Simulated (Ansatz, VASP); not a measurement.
CdI2: VASP beside Ansatz

Contents of INCAR:

```
PREC = Accurate ; ENCUT = 400
EDIFF = 1E-8 ; ISMEAR = -1
SIGMA = 0.03 ; LREAL = F
LASPH = T ; NELM = 120
ALGO = Normal ; ISIF = 2
LWAVE = F ; LCHARG = F
GGA = PS ; LEFG = T
NBANDS = 20 ; GGA_COMPAT = F
```

File KPOINTS:

```
Automatic mesh
0
Gamma
  8 8 5
```

POSCAR

```
CdI2
1.0
    4.3288791990      0.0000000000      0.0000000000
   -2.1644395994      3.7489193562      0.0000000000
    0.0000000000      0.0000000000      6.8590000000
Cd I
1 2
Direct
    0.0000000000      0.0000000000      0.0000000000
    0.3333333333      0.6666666667      0.2492000000
    0.6666666667      0.3333333333      0.7508000000
```

Input for Ansatz:

```yaml
crystal:
  lattice:
    - [4.328879199, 0.0, 0.0]
    - [-2.1644395994, 3.7489193562, 0.0]
    - [0.0, 0.0, 6.859]
  atoms:
    - { symbol: Cd, position: [0.0, 0.0, 0.0] }
    - { symbol: I, position: [0.3333333333, 0.6666666667, 0.2492] }
    - { symbol: I, position: [0.6666666667, 0.3333333333, 0.7508] }
kpoints:
  mp_grid: { grid: [8, 8, 5] }
scf:
  occupations: { method: fermi_dirac, width: 0.03 }
hamiltonian:
  xc: pbesol
  pseudopotentials: { kind: all_electron, datasets: crystal }
output:
  forces: true
  stress: true
  eigenvalues: true
  efg: { contact_densities: true }
```

Change from the starting cell: equal xx and yy strain of +2 %, crystal datasets.

Alike in both runs: task electric field gradients; functional PBEsol; k mesh 8 × 8 × 5; occupations fermi-dirac, width 0.03 eV; no spin polarisation.

```csv
,VASP,Ansatz
version,VASP 6.6.1,Ansatz 0.2.0
potentials or method,"VASP PAW PBE potentials, release 64 (Cd, I), cutoff 400 eV","all-electron PAW with datasets made for the crystal, scalar-relativistic"
```

|  | VASP | Ansatz | Ansatz less VASP |
| --- | --- | --- | --- |
| gap on the k mesh at the Fermi level (eV) | 2.22 | 2.23 | +0.012 |
| pressure (GPa) | -1.7 | -1.6 | +0.08 |
| traceless stress, the component that is largest in VASP (GPa) | 0.44 | 0.45 | +0.010 |
| rms of the force components (eV/Å) | 0.109 | 0.119 | +0.0099 |
| size of Vzz on the site where it differs most (V/Å²) | 74.6 | 76.7 | +2.02 |

VASP's potentials were made for PBE, not for PBEsol. Atom by atom the forces differ by 0.010 eV/Å (rms over components). Ansatz ran all-electron here, and VASP with PAW potentials.

Spin-orbit coupling is off throughout.
